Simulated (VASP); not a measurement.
# Ni in VASP: single point with PBE

Aim: the single point of Ni with PBE.

Everything below comes from runs of VASP 6.6.1. Logs are shortened: lines on timing, memory, paths and dates and some standing lists are left out, and cuts for length are marked.

**1. The cell of the first run**

The cell holds a wire or tube with vacuum around it, 8 atoms: a = 14.300 Å, b = 12.800 Å, c = 2.423 Å, α = 90.00°, β = 90.00°, γ = 90.00°.

**2. Single point, PBE, collinear spin, ferromagnetic start**

Contents of INCAR:

```
PREC = Accurate
ENCUT = 520
EDIFF = 1E-7
ISMEAR = 0
SIGMA = 0.05
LREAL = F
LASPH = T
NELM = 150
ALGO = Normal
ISIF = 2
LWAVE = F
LCHARG = T
ISPIN = 2
MAGMOM = 0.75 0.75 0.75 0.75 0.75 0.75 0.75 0.75
LORBIT = 11
LMAXMIX = 4
GGA = PE
LELF = T
LVHAR = T
NBANDS = 54
```

Contents of KPOINTS:

```
regular mesh
0
Gamma
  1 1 15
```

Contents of POSCAR:

```
Ni
1.0
   14.3000000000      0.0000000000      0.0000000000
    0.0000000000     12.8000000000      0.0000000000
    0.0000000000      0.0000000000      2.4227376667
Ni
8
Direct
    0.2885239553      0.5000000000      0.0000000000
    0.5724300116      0.5000000000      0.0000000000
    0.5720847281      0.3413973971      0.5000000000
    0.5720847281      0.6586026029      0.5000000000
    0.4275699884      0.5000000000      0.5000000000
    0.7114760447      0.5000000000      0.5000000000
    0.4279152719      0.3413973971      0.0000000000
    0.4279152719      0.6586026029      0.0000000000
```

Potentials or basis: VASP PAW PBE potentials, release 64 (Ni).

Started as:

```console
> cat potpaw_PBE.64/Ni/POTCAR > POTCAR
> mpirun -np 1 vasp_std > vasp.out
```

OUTCAR:

```text
PREC = Accurate
   ENCUT = 520
   EDIFF = 1E-7
   ISMEAR = 0
   LREAL = F
   LASPH = T
   NELM = 150
   ISIF = 2
   ISPIN = 2
   LORBIT = 11
   GGA = PE

 ion  position               nearest neighbor table
   1  0.289  0.500  0.000-   5 2.33   5 2.33   8 2.85   7 2.85
   2  0.572  0.500  0.000-   6 2.33   6 2.33   3 2.36   3 2.36   4 2.36   4 2.36   5 2.40   5 2.40
                             7 2.90   8 2.90
   3  0.572  0.341  0.500-   2 2.36   2 2.36   7 2.39   7 2.39   6 2.85   5 2.90
   4  0.572  0.659  0.500-   2 2.36   2 2.36   8 2.39   8 2.39   6 2.85   5 2.90
   5  0.428  0.500  0.500-   1 2.33   1 2.33   8 2.36   7 2.36   7 2.36   8 2.36   2 2.40   2 2.40
                             3 2.90   4 2.90
   6  0.711  0.500  0.500-   2 2.33   2 2.33   4 2.85   3 2.85
   7  0.428  0.341  0.000-   5 2.36   5 2.36   3 2.39   3 2.39   1 2.85   2 2.90
   8  0.428  0.659  0.000-   5 2.36   5 2.36   4 2.39   4 2.39   1 2.85   2 2.90

  LATTYP: Found a simple orthorhombic cell.
 ALAT       =     2.4227376667
 B/A-ratio  =     5.2832793975
 C/A-ratio  =     5.9024137019

  Lattice vectors:

 A1 = (   0.0000000000,   0.0000000000,  -2.4227376667)
 A2 = (   0.0000000000,  12.8000000000,   0.0000000000)
 A3 = (  14.3000000000,   0.0000000000,   0.0000000000)

Analysis of symmetry for initial positions (statically):
=====================================================================
 Subroutine PRICEL returns:
 Original cell was already a primitive cell.

 Routine SETGRP: Setting up the symmetry group for a
 simple orthorhombic supercell.

 Subroutine GETGRP returns: Found  8 space group operations
 (whereof  4 operations were pure point group operations)
 out of a pool of  8 trial point group operations.

The static configuration has the point symmetry C_2v.
 The point group associated with its full space group is D_2h.

Analysis of symmetry for dynamics (positions and initial velocities):
=====================================================================
 Subroutine PRICEL returns:
 Original cell was already a primitive cell.

 Routine SETGRP: Setting up the symmetry group for a
 simple orthorhombic supercell.

 Subroutine GETGRP returns: Found  8 space group operations
 (whereof  4 operations were pure point group operations)
 out of a pool of  8 trial point group operations.

The dynamic configuration has the point symmetry C_2v.
 The point group associated with its full space group is D_2h.

Analysis of structural, dynamic, and magnetic symmetry:
=====================================================================
 Subroutine PRICEL returns:
 Original cell was already a primitive cell.

 Routine SETGRP: Setting up the symmetry group for a
 simple orthorhombic supercell.

 Subroutine GETGRP returns: Found  8 space group operations
 (whereof  4 operations were pure point group operations)
 out of a pool of  8 trial point group operations.

The overall configuration has the point symmetry C_2v.
 The point group associated with its full space group is D_2h.

 Subroutine INISYM returns: Found  8 space group operations
 (whereof  4 operations are pure point group operations),
 and found     1 'primitive' translations

----------------------------------------------------------------------------------------

                                     Primitive cell

  volume of cell :     443.4579

  direct lattice vectors                    reciprocal lattice vectors
    14.300000000  0.000000000  0.000000000     0.069930070  0.000000000  0.000000000
     0.000000000 12.800000000  0.000000000     0.000000000  0.078125000  0.000000000
     0.000000000  0.000000000  2.422737667     0.000000000  0.000000000  0.412756203

  length of vectors
    14.300000000 12.800000000  2.422737667     0.069930070  0.078125000  0.412756203

  position of ions in fractional coordinates (direct lattice)
     0.288523955  0.500000000  0.000000000
     0.572430012  0.500000000  0.000000000
     0.572084728  0.341397397  0.500000000
     0.572084728  0.658602603  0.500000000
     0.427569988  0.500000000  0.500000000
     0.711476045  0.500000000  0.500000000
     0.427915272  0.341397397  0.000000000
     0.427915272  0.658602603  0.000000000

  ion indices of the primitive-cell ions
   primitive index   ion index
                 1           1
                 2           2
                 3           3
                 4           4
                 5           5
                 6           6
                 7           7
                 8           8

----------------------------------------------------------------------------------------

 KPOINTS: regular mesh

Automatic generation of k-mesh.
 Grid dimensions read from file:
 generate k-points for:    1    1   15

 Generating k-lattice:

  Cartesian coordinates                     Fractional coordinates (reciprocal lattice)
     0.069930070  0.000000000  0.000000000     1.000000000  0.000000000  0.000000000
     0.000000000  0.078125000  0.000000000     0.000000000  1.000000000  0.000000000
     0.000000000  0.000000000  0.027517080     0.000000000  0.000000000  0.066666667

  Length of vectors
     0.069930070  0.078125000  0.027517080

  Shift w.r.t. Gamma in fractional coordinates (k-lattice)
     0.000000000  0.000000000  0.000000000

 Subroutine IBZKPT returns following result:
 ===========================================

 Found      8 irreducible k-points:

 Following reciprocal coordinates:
            Coordinates               Weight
  0.000000  0.000000  0.000000      1.000000
  0.000000  0.000000  0.066667      2.000000
  0.000000  0.000000  0.133333      2.000000
  0.000000  0.000000  0.200000      2.000000
  0.000000  0.000000  0.266667      2.000000
  0.000000  0.000000  0.333333      2.000000
  0.000000  0.000000  0.400000      2.000000
  0.000000  0.000000  0.466667      2.000000
   k-points           NKPTS =      8   k-points in BZ     NKDIM =      8   number of bands    NBANDS=     54
   number of dos      NEDOS =    301   number of ions     NIONS =      8
   total plane-waves  NPLWV = 186624
   dimension x,y,z NGX =   108 NGY =   96 NGZ =   18
   dimension x,y,z NGXF=   216 NGYF=  192 NGZF=   36
   ions per type =               8
   NGX,Y,Z   is equivalent  to a cutoff of  12.56, 12.47, 12.35 a.u.
   NGXF,Y,Z  is equivalent  to a cutoff of  25.11, 24.94, 24.70 a.u.
 SYSTEM =  unknown system
   PREC   = accura    normal or accurate (medium, high low for compatibility)
   ISTART =      0    job   : 0-new  1-cont  2-samecut
   ICHARG =      2    charge: 1-file 2-atom 10-const
   ISPIN  =      2    spin polarized calculation?
   LNONCOLLINEAR =      F non collinear calculations
   LSORBIT =      F    spin-orbit coupling
   LASPH  =      T    aspherical Exc in radial PAW
   ENCUT  =  520.0 eV  38.22 Ry    6.18 a.u.  26.59 23.80  4.50*2*pi/ulx,y,z
   NELM   =    150;   NELMIN=  2; NELMDL= -5     # of ELM steps
   EDIFF  = 0.1E-06   stopping-criterion for ELM
   LREAL  =      F    real-space projection
   EDIFFG = 0.1E-05   stopping-criterion for IOM
   NSW    =      0    number of steps for IOM
   IBRION =     -1    ionic relax: 0-MD 1-quasi-New 2-CG
   NFREE  =      0    steps in history (QN), initial steepest desc. (CG)
   ISIF   =      2    stress and relaxation
   ISYM   =      2    0-nonsym 1-usesym 2-fastsym
   POTIM  = 0.5000    time-step for ionic-motion
   TEBEG  =    0.0;   TEEND  =   0.0 temperature during run
   PSTRESS=    0.0 pullay stress
   NELECT =      80.0000    total number of electrons
   NUPDOWN=      -1.0000    fix difference up-down
   EMIN   =  10.00;   EMAX   =-10.00  energy-range for DOS
   EFERMI =   0.00;   METHOD = LEGACY
   ISMEAR =     0;   SIGMA  =   0.05  broadening in eV -4-tet -1-fermi 0-gaus
   EFERMI_NEDOS =   21; number of points for ismear=-14 and -15
   IALGO  =     38    algorithm
   IMIX   =      4    mixing-type and parameters
     AMIX     =   0.40;   BMIX     =  1.00
     AMIX_MAG =   1.60;   BMIX_MAG =  1.00
  volume/ion in A,a.u.               =      55.43       374.08
  Fermi-wavevector in a.u.,A,eV,Ry     =   0.925026  1.748046 11.642144  0.855673
  Thomas-Fermi vector in A             =   2.050836
   LORBIT       =     11    0 simple, 1 ext, 2 COOP (PROOUT), +10 PAW based schemes
   GGA     = PE    functional components
   LHFCALC =     F    Hartree Fock is set to
   AEXX    =    0.0000 exact exchange contribution
   IVDW    =     0    specifies the selected vdW correction
   LEPSILON=     F    determine dielectric tensor
   LRPA    =     F    only Hartree local field effects (RPA)
 spin polarized calculation
 Gauss-broadening in eV      SIGMA  =   0.05
  energy-cutoff  :      520.00
  volume of cell :      443.46
 maximum number of plane-waves:     12015
 NGX is ok and might be reduce to   108
   NGX = 53   NGY = 47   NGZ =  9

 number of electron      80.0000032 magnetization       6.2939154

 Free energy of the ion-electron system (eV)
  ---------------------------------------------------
  ext. energy  EPLUGINS =         0.00000000
  ---------------------------------------------------
  free energy    TOTEN  =       -35.33350929 eV

  energy without entropy =      -35.32310429  energy(sigma->0) =      -35.32830679

 E-fermi :  -1.7345     XC(G=0):  -4.0170

 val. band max:       -1.7393741329   @ k =   0.0000   0.0000   0.2000
 cond. band min:      -1.6641530889   @ k =   0.0000   0.0000   0.4000
 fundamental gap:      0.0752210440
 Fermi energy:        -1.7345041019

 spin component 1

 k-point     1 :       0.0000    0.0000    0.0000
  band No.  band energies     occupation
      1      -9.4177      1.00000
      2      -7.4621      1.00000
      3      -7.1881      1.00000
      4      -6.3698      1.00000
      5      -6.0609      1.00000
      6      -5.8065      1.00000
[... 44 lines left out ...]
     51       0.3351      0.00000
     52       2.2186      0.00000
[... 383 lines left out ...]
     51       4.4871      0.00000
     52       4.5727      0.00000
 Fermi energy:        -1.7345041019

 spin component 2

 k-point     1 :       0.0000    0.0000    0.0000
  band No.  band energies     occupation
      1      -9.4204      1.00000
      2      -7.3780      1.00000
      3      -7.1158      1.00000
      4      -5.9777      1.00000
      5      -5.5774      1.00000
      6      -5.4863      1.00000
[... 44 lines left out ...]
     51       0.5990      0.00000
     52       2.3087      0.00000
[... 383 lines left out ...]
     51       4.7567      0.00000
     52       4.7603      0.00000
 [bands above 52 left out]

------------------------ aborting loop because EDIFF is reached ----------------------------------------

  FORCE on cell =-STRESS in cart. coord.  units (eV):
  Direction    XX          YY          ZZ          XY          YZ          ZX
  --------------------------------------------------------------------------------------
  -------------------------------------------------------------------------------------
  Total       -0.0432723      0.0010014      0.1324740      0.0000000      0.0000000      0.0000000
  in kB       -0.1563393      0.0036179      0.4786176      0.0000000      0.0000000      0.0000000
  external PRESSURE =       0.1086320 kB  Pullay stress =       0.0000000 kB

 VOLUME and BASIS-vectors are now :
 -----------------------------------------------------------------------------
  energy-cutoff  :      520.00
  volume of cell :      443.46
      direct lattice vectors                 reciprocal lattice vectors
    14.300000000  0.000000000  0.000000000     0.069930070  0.000000000  0.000000000
     0.000000000 12.800000000  0.000000000     0.000000000  0.078125000  0.000000000
     0.000000000  0.000000000  2.422737667     0.000000000  0.000000000  0.412756203

 POSITION                                       TOTAL-FORCE (eV/Angst)
 -----------------------------------------------------------------------------------
      4.12589      6.40000      0.00000         0.006458      0.000000      0.000000
      8.18575      6.40000      0.00000        -0.036315      0.000000      0.000000
      8.18081      4.36989      1.21137         0.016659     -0.002292      0.000000
      8.18081      8.43011      1.21137         0.016659      0.002292     -0.000000
      6.11425      6.40000      1.21137         0.036315      0.000000      0.000000
     10.17411      6.40000      1.21137        -0.006458      0.000000      0.000000
      6.11919      4.36989      0.00000        -0.016659     -0.002292     -0.000000
      6.11919      8.43011      0.00000        -0.016659      0.002292     -0.000000
 -----------------------------------------------------------------------------------
    total drift:                                0.000000      0.000000      0.000000

  FREE ENERGIE OF THE ION-ELECTRON SYSTEM (eV)
  ---------------------------------------------------
  free  energy   TOTEN  =       -35.3335092914 eV

  energy  without entropy=      -35.3231042917  energy(sigma->0) =      -35.32830679

 total charge

# of ion       s       p       d       tot
------------------------------------------
    1        0.478   0.239   8.349   9.066
    2        0.541   0.564   8.348   9.454
    3        0.490   0.336   8.338   9.163
    4        0.490   0.336   8.338   9.163
    5        0.541   0.564   8.348   9.454
    6        0.478   0.239   8.349   9.066
    7        0.490   0.336   8.338   9.163
    8        0.490   0.336   8.338   9.163
--------------------------------------------------
tot          3.997   2.950  66.744  73.691

 magnetization (x)

# of ion       s       p       d       tot
------------------------------------------
    1        0.004  -0.008   0.836   0.831
    2       -0.006  -0.028   0.732   0.698
    3        0.000  -0.011   0.805   0.794
    4        0.000  -0.011   0.805   0.794
    5       -0.006  -0.028   0.732   0.698
    6        0.004  -0.008   0.836   0.831
    7        0.000  -0.011   0.805   0.794
    8        0.000  -0.011   0.805   0.794
--------------------------------------------------
tot         -0.003  -0.117   6.354   6.235
```

It took 13 min on 1 thread of Intel Xeon Platinum 8488C (Sapphire Rapids), shared host; peak memory 0.74 GiB.

What came out:

```yaml
Free_energy: -35.3335 eV
Largest_force: 0.036 eV/Å
Net_moment: 6.29 μB per cell
Site_moments: Ni +0.83, +0.70, +0.79 (each value once) μB
Valence_electrons_inside_the_program's_atomic_spheres: Ni 9.07, 9.45, 9.16 (each value once)
```

Forces on the atoms (eV/Å):
```
Ni   0.006  0.000  0.000
Ni  -0.036  0.000  0.000
Ni   0.017 -0.002  0.000
Ni   0.017  0.002  0.000
Ni   0.036  0.000  0.000
Ni  -0.006  0.000  0.000
Ni  -0.017 -0.002  0.000
Ni  -0.017  0.002  0.000
```
